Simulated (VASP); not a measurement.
# H (P6_3/mmc) in VASP: further runs, part 2 of 3

VASP 6.6.1.

## 3. Electric field gradients, PBE (volume scaled by 1.02)

File INCAR:

```
SYSTEM = H
PREC = Accurate
ENCUT = 520
EDIFF = 1E-8
ISMEAR = -1
SIGMA = 0.05
LREAL = .FALSE.
LASPH = .TRUE.
NELM = 60
ALGO = Normal
ISIF = 2
LWAVE = .FALSE.
LCHARG = .FALSE.
GGA = PE
LEFG = .TRUE.
NBANDS = 8
```

File KPOINTS:

```
Automatic mesh
0
G
  17 17 9
  0 0 0
```

File POSCAR:

```
H
1.0
    1.9450930784      0.0000000000      0.0000000000
   -0.9725465392      1.6845000186      0.0000000000
    0.0000000000      0.0000000000      1.9173264927
H
2
Direct
    0.3333333333      0.6666666667      0.2500000000
    0.6666666667      0.3333333333      0.7500000000
```

Potentials or basis: VASP PAW PBE potentials, release 64 (H).

Started as:

```sh
> cat potpaw_PBE.64/H/POTCAR > POTCAR
> mpirun -np 1 vasp_std > vasp.out
```

OUTCAR:

```text
SYSTEM = H
   PREC = Accurate
   ENCUT = 520
   EDIFF = 1E-8
   ISMEAR = -1
   LREAL = .FALSE.
   LASPH = .TRUE.
   NELM = 60
   ISIF = 2
   GGA = PE

 ion  position               nearest neighbor table
   1  0.333  0.667  0.250-
   2  0.667  0.333  0.750-

  LATTYP: Found a hexagonal cell.
 ALAT       =     1.9450930784
 C/A-ratio  =     0.9857248036

  Lattice vectors:

 A1 = (   1.9450930784,   0.0000000000,   0.0000000000)
 A2 = (  -0.9725465392,   1.6845000186,   0.0000000000)
 A3 = (   0.0000000000,   0.0000000000,   1.9173264927)

Analysis of symmetry for initial positions (statically):
=====================================================================
 Subroutine PRICEL returns:
 Original cell was already a primitive cell.

 Routine SETGRP: Setting up the symmetry group for a
 hexagonal supercell.

 Subroutine GETGRP returns: Found 24 space group operations
 (whereof 12 operations were pure point group operations)
 out of a pool of 24 trial point group operations.

The static configuration has the point symmetry D_3d.
 The point group associated with its full space group is D_6h.

Analysis of symmetry for dynamics (positions and initial velocities):
=====================================================================
 Subroutine PRICEL returns:
 Original cell was already a primitive cell.

 Routine SETGRP: Setting up the symmetry group for a
 hexagonal supercell.

 Subroutine GETGRP returns: Found 24 space group operations
 (whereof 12 operations were pure point group operations)
 out of a pool of 24 trial point group operations.

The dynamic configuration has the point symmetry D_3d.
 The point group associated with its full space group is D_6h.

 Subroutine INISYM returns: Found 24 space group operations
 (whereof 12 operations are pure point group operations),
 and found     1 'primitive' translations

----------------------------------------------------------------------------------------

                                     Primitive cell

  volume of cell :       6.2821

  direct lattice vectors                    reciprocal lattice vectors
     1.945093078  0.000000000  0.000000000     0.514114214  0.296823980  0.000000000
    -0.972546539  1.684500019  0.000000000     0.000000000  0.593647960  0.000000000
     0.000000000  0.000000000  1.917326493     0.000000000  0.000000000  0.521559580

  length of vectors
     1.945093078  1.945093078  1.917326493     0.593647960  0.593647960  0.521559580

  position of ions in fractional coordinates (direct lattice)
     0.333333333  0.666666667  0.250000000
     0.666666667  0.333333333  0.750000000

  ion indices of the primitive-cell ions
   primitive index   ion index
                 1           1
                 2           2

----------------------------------------------------------------------------------------

 KPOINTS: Automatic mesh

Automatic generation of k-mesh.
 Grid dimensions read from file:
 generate k-points for:   17   17    9

 Generating k-lattice:
[... 74 lines left out ...]
   NUPDOWN=      -1.0000    fix difference up-down
   EMIN   =  10.00;   EMAX   =-10.00  energy-range for DOS
   EFERMI =   0.00;   METHOD = LEGACY
   ISMEAR =    -1;   SIGMA  =   0.05  broadening in eV -4-tet -1-fermi 0-gaus
   EFERMI_NEDOS =   21; number of points for ismear=-14 and -15
   IALGO  =     38    algorithm
   IMIX   =      4    mixing-type and parameters
     AMIX     =   0.40;   BMIX     =  1.00
     AMIX_MAG =   1.60;   BMIX_MAG =  1.00
  volume/ion in A,a.u.               =       3.14        21.20
  Fermi-wavevector in a.u.,A,eV,Ry     =   1.117847  2.112424 17.001592  1.249582
  Thomas-Fermi vector in A             =   2.254473
   LORBIT       =      0    0 simple, 1 ext, 2 COOP (PROOUT), +10 PAW based schemes
   GGA     = PE    functional components
   LHFCALC =     F    Hartree Fock is set to
   AEXX    =    0.0000 exact exchange contribution
   IVDW    =     0    specifies the selected vdW correction
   LEPSILON=     F    determine dielectric tensor
   LRPA    =     F    only Hartree local field effects (RPA)
 non-spin polarized calculation
  energy-cutoff  :      520.00
  volume of cell :        6.28
 maximum number of plane-waves:       181
   NGX =  7   NGY =  7   NGZ =  7

 number of electron       2.0000000 magnetization

 Free energy of the ion-electron system (eV)
  ---------------------------------------------------
  ext. energy  EPLUGINS =         0.00000000
  ---------------------------------------------------
  free energy    TOTEN  =        -4.53989050 eV

  energy without entropy =       -4.53822980  energy(sigma->0) =       -4.53906015

 E-fermi :   2.6060     XC(G=0): -10.8119

 val. band max:        2.5546142096   @ k =   0.3529   0.2941   0.1111
 cond. band min:       2.6381099481   @ k =   0.3529   0.1176   0.4444
 fundamental gap:      0.0834957385
 Fermi energy:         2.6059790010

 k-point     1 :       0.0000    0.0000    0.0000
  band No.  band energies     occupation
      1     -13.3918      2.00000
      2      18.9686      0.00000
      3      30.3743      0.00000
      4      38.2585      0.00000
      5      40.6790      0.00000
      6      41.1025      0.00000
      7      41.1025      0.00000
      8      44.1036      0.00000
[... 243 lines left out ...]
 k-point    24 :       0.1765    0.1765    0.0000
  band No.  band energies     occupation
      1      -8.7120      2.00000
      2      11.8288      0.00000
      3      19.8027      0.00000
      4      31.0887      0.00000
      5      35.2638      0.00000
      6      44.7146      0.00000
      7      46.4019      0.00000
      8      54.2834      0.00000

 [... further k-points ...]

------------------------ aborting loop because EDIFF is reached ----------------------------------------

  FORCE on cell =-STRESS in cart. coord.  units (eV):
  Direction    XX          YY          ZZ          XY          YZ          ZX
  --------------------------------------------------------------------------------------
  -------------------------------------------------------------------------------------
  Total       -0.0879895     -0.0879895     -0.0998053      0.0000000      0.0000000      0.0000000
  in kB      -22.4405698    -22.4405698    -25.4540423      0.0000000      0.0000000      0.0000000
  external PRESSURE =     -23.4450606 kB  Pullay stress =       0.0000000 kB

 VOLUME and BASIS-vectors are now :
 -----------------------------------------------------------------------------
  energy-cutoff  :      520.00
  volume of cell :        6.28
      direct lattice vectors                 reciprocal lattice vectors
     1.945093078  0.000000000  0.000000000     0.514114214  0.296823980  0.000000000
    -0.972546539  1.684500019  0.000000000     0.000000000  0.593647960  0.000000000
     0.000000000  0.000000000  1.917326493     0.000000000  0.000000000  0.521559580

 POSITION                                       TOTAL-FORCE (eV/Angst)
 -----------------------------------------------------------------------------------
     -0.00000      1.12300      0.47933         0.000000     -0.000000      0.000000
      0.97255      0.56150      1.43799        -0.000000      0.000000      0.000000
 -----------------------------------------------------------------------------------
    total drift:                               -0.000000      0.000000     -0.000000

  FREE ENERGIE OF THE ION-ELECTRON SYSTEM (eV)
  ---------------------------------------------------
  free  energy   TOTEN  =        -4.5398904970 eV

  energy  without entropy=       -4.5382297953  energy(sigma->0) =       -4.53906015

 Electric field gradients (V/A^2)
---------------------------------------------------------------------
 ion       V_xx      V_yy      V_zz      V_xy      V_xz      V_yz
---------------------------------------------------------------------
   1       0.032     0.032    -0.064    -0.000     0.000     0.000
   2       0.032     0.032    -0.064    -0.000     0.000     0.000
---------------------------------------------------------------------

 Electric field gradients after diagonalization (V/A^2)
 (convention: |V_zz| > |V_xx| > |V_yy|)
----------------------------------------------------------------------
 ion       V_xx      V_yy      V_zz     asymmetry (V_yy - V_xx)/ V_zz
----------------------------------------------------------------------
   1       0.032     0.032    -0.064       0.009
   2       0.032     0.032    -0.064       0.009
----------------------------------------------------------------------

           NMR quadrupolar parameters

 Cq : quadrupolar parameter    Cq=e*Q*V_zz/h
 eta: asymmetry parameters     (V_yy - V_xx)/ V_zz
 Q  : nuclear electric quadrupole moment in mb (millibarn)
----------------------------------------------------------------------
 ion       Cq(MHz)       eta       Q (mb)
----------------------------------------------------------------------
   1      -0.000       0.009       1.000
   2      -0.000       0.009       1.000
----------------------------------------------------------------------
```

OSZICAR:

```text
N       E                     dE             d eps       ncg     rms          rms(c)
DAV:   1    -0.428073428794E+01   -0.42807E+01   -0.10533E+03  3072   0.207E+02
DAV:   2    -0.453725898458E+01   -0.25652E+00   -0.25310E+00  3608   0.908E+00
DAV:   3    -0.453753808927E+01   -0.27910E-03   -0.27905E-03  2880   0.257E-01
DAV:   4    -0.453753809631E+01   -0.70362E-08   -0.69691E-08  3736   0.120E-03
DAV:   5    -0.453753809619E+01    0.11648E-09   -0.10771E-12  2888   0.260E-06    0.633E-01
DAV:   6    -0.453873804290E+01   -0.11999E-02   -0.12952E-04  3200   0.642E-02    0.390E-01
DAV:   7    -0.453988665865E+01   -0.11486E-02   -0.70482E-04  3128   0.134E-01    0.226E-02
DAV:   8    -0.453989077050E+01   -0.41118E-05   -0.53619E-06  3408   0.143E-02    0.984E-03
DAV:   9    -0.453989049301E+01    0.27749E-06   -0.45562E-08  3248   0.154E-03    0.451E-04
DAV:  10    -0.453989049700E+01   -0.39932E-08   -0.60164E-10  1976   0.162E-04
   1 F= -.45398905E+01 E0= -.45390601E+01  d E =-.166070E-02
```

stdout:

```text
POSCAR found type information on POSCAR H
 POSCAR found :  1 types and       2 ions
 scaLAPACK will be used
 LDA part: xc-table for (Slater+PW92), standard interpolation
 POSCAR, INCAR and KPOINTS ok, starting setup
 FFT: planning ... GRIDC
 FFT: planning ... GRID_SOFT
 FFT: planning ... GRID
 WAVECAR not read
 entering main loop
ion   1

ion   2
```

It took 3.2 s on 1 thread of Intel Xeon 6975P-C (Granite Rapids), shared host; peak memory 0.11 GiB.

What came out:

| Property | Result |
| --- | --- |
| Free energy | -4.5399 eV |
| Pressure | -2.3 GPa |
| Band gap on the k mesh | zero (band 1 reaches 6.42 eV, above the bottom of band 2 at -1.24 eV) |

Caveat: the k points lie up to 0.36 Å⁻¹ apart; without QUAD_EFG the Cq values of the log hold for a quadrupole moment of 1 mb, not for the nuclei.

## 4. Electric field gradients, PBE (volume scaled by 1.06)

File INCAR:

```
SYSTEM = H
PREC = Accurate
ENCUT = 520
EDIFF = 1E-8
ISMEAR = -1
SIGMA = 0.05
LREAL = .False.
LASPH = .True.
NELM = 100
ALGO = Normal
ISIF = 2
LWAVE = .False.
LCHARG = .False.
GGA = PE
LEFG = .True.
NBANDS = 8
```

File KPOINTS:

```
Automatic mesh
0
Gamma
  17 17 9
  0 0 0
```

File POSCAR:

```
H
1.0
    1.9701938220      0.0000000000      0.0000000000
   -0.9850969110      1.7062379003      0.0000000000
    0.0000000000      0.0000000000      1.9420689184
H
2
Direct
    0.3333333333      0.6666666667      0.2500000000
    0.6666666667      0.3333333333      0.7500000000
```

Potentials or basis: VASP PAW PBE potentials, release 64 (H).

Started as:

```sh
> cat potpaw_PBE.64/H/POTCAR > POTCAR
> mpirun -np 1 vasp_std > vasp.out
```

OUTCAR:

```text
SYSTEM = H
   PREC = Accurate
   ENCUT = 520
   EDIFF = 1E-8
   ISMEAR = -1
   LREAL = .False.
   LASPH = .True.
   NELM = 100
   ISIF = 2
   GGA = PE

 ion  position               nearest neighbor table
   1  0.333  0.667  0.250-
   2  0.667  0.333  0.750-

  LATTYP: Found a hexagonal cell.
 ALAT       =     1.9701938220
 C/A-ratio  =     0.9857248037

  Lattice vectors:

 A1 = (   1.9701938220,   0.0000000000,   0.0000000000)
 A2 = (  -0.9850969110,   1.7062379003,   0.0000000000)
 A3 = (   0.0000000000,   0.0000000000,   1.9420689184)

Analysis of symmetry for initial positions (statically):
=====================================================================
 Subroutine PRICEL returns:
 Original cell was already a primitive cell.

 Routine SETGRP: Setting up the symmetry group for a
 hexagonal supercell.

 Subroutine GETGRP returns: Found 24 space group operations
 (whereof 12 operations were pure point group operations)
 out of a pool of 24 trial point group operations.

The static configuration has the point symmetry D_3d.
 The point group associated with its full space group is D_6h.

Analysis of symmetry for dynamics (positions and initial velocities):
=====================================================================
 Subroutine PRICEL returns:
 Original cell was already a primitive cell.

 Routine SETGRP: Setting up the symmetry group for a
 hexagonal supercell.

 Subroutine GETGRP returns: Found 24 space group operations
 (whereof 12 operations were pure point group operations)
 out of a pool of 24 trial point group operations.

The dynamic configuration has the point symmetry D_3d.
[... 158 lines left out ...]
      2      18.1054      0.00000
      3      29.4840      0.00000
      4      37.1778      0.00000
      5      39.4601      0.00000
      6      39.9255      0.00000
      7      39.9255      0.00000
      8      42.8892      0.00000
[... 243 lines left out ...]
 k-point    24 :       0.1765    0.1765    0.0000
  band No.  band energies     occupation
      1      -8.6823      2.00000
      2      11.2346      0.00000
      3      19.1838      0.00000
      4      30.1272      0.00000
      5      34.2513      0.00000
      6      43.3789      0.00000
      7      45.1100      0.00000
      8      52.7240      0.00000

 [... further k-points ...]
[... 5 lines left out ...]
  --------------------------------------------------------------------------------------
  -------------------------------------------------------------------------------------
  Total       -0.2276483     -0.2276483     -0.2507922      0.0000000     -0.0000000      0.0000000
  in kB      -55.8678405    -55.8678405    -61.5476404      0.0000000     -0.0000000      0.0000000
  external PRESSURE =     -57.7611071 kB  Pullay stress =       0.0000000 kB

 VOLUME and BASIS-vectors are now :
 -----------------------------------------------------------------------------
  energy-cutoff  :      520.00
  volume of cell :        6.53
      direct lattice vectors                 reciprocal lattice vectors
     1.970193822  0.000000000  0.000000000     0.507564276  0.293042371  0.000000000
    -0.985096911  1.706237900  0.000000000     0.000000000  0.586084742  0.000000000
     0.000000000  0.000000000  1.942068918     0.000000000  0.000000000  0.514914785

 POSITION                                       TOTAL-FORCE (eV/Angst)
 -----------------------------------------------------------------------------------
     -0.00000      1.13749      0.48552        -0.000000      0.000000      0.000000
      0.98510      0.56875      1.45655         0.000000     -0.000000      0.000000
 -----------------------------------------------------------------------------------
    total drift:                                0.000000     -0.000000      0.000000

  FREE ENERGIE OF THE ION-ELECTRON SYSTEM (eV)
  ---------------------------------------------------
  free  energy   TOTEN  =        -4.5343939436 eV

  energy  without entropy=       -4.5326842200  energy(sigma->0) =       -4.53353908

 Electric field gradients (V/A^2)
---------------------------------------------------------------------
 ion       V_xx      V_yy      V_zz      V_xy      V_xz      V_yz
---------------------------------------------------------------------
   1       0.048     0.048    -0.096     0.000    -0.000     0.000
   2       0.048     0.048    -0.096     0.000     0.000    -0.000
---------------------------------------------------------------------

 Electric field gradients after diagonalization (V/A^2)
 (convention: |V_zz| > |V_xx| > |V_yy|)
----------------------------------------------------------------------
 ion       V_xx      V_yy      V_zz     asymmetry (V_yy - V_xx)/ V_zz
----------------------------------------------------------------------
   1       0.048     0.048    -0.096       0.004
   2       0.048     0.048    -0.096       0.004
----------------------------------------------------------------------

           NMR quadrupolar parameters

 Cq : quadrupolar parameter    Cq=e*Q*V_zz/h
 eta: asymmetry parameters     (V_yy - V_xx)/ V_zz
 Q  : nuclear electric quadrupole moment in mb (millibarn)
----------------------------------------------------------------------
 ion       Cq(MHz)       eta       Q (mb)
----------------------------------------------------------------------
   1      -0.000       0.004       1.000
   2      -0.000       0.004       1.000
----------------------------------------------------------------------
```

It took 5 s on 1 thread of Intel Xeon 6975P-C (Granite Rapids), shared host; peak memory 0.1 GiB.

Results:

```yaml
Free_energy: -4.5344 eV
Pressure: -5.8 GPa
Band_gap_on_the_k_mesh: zero (band 1 reaches 5.98 eV, above the bottom of band 2 at -1.41 eV)
```

Caveat: without QUAD_EFG the Cq values of the log hold for a quadrupole moment of 1 mb, not for the nuclei.

(Continued in part 3 of 3.)
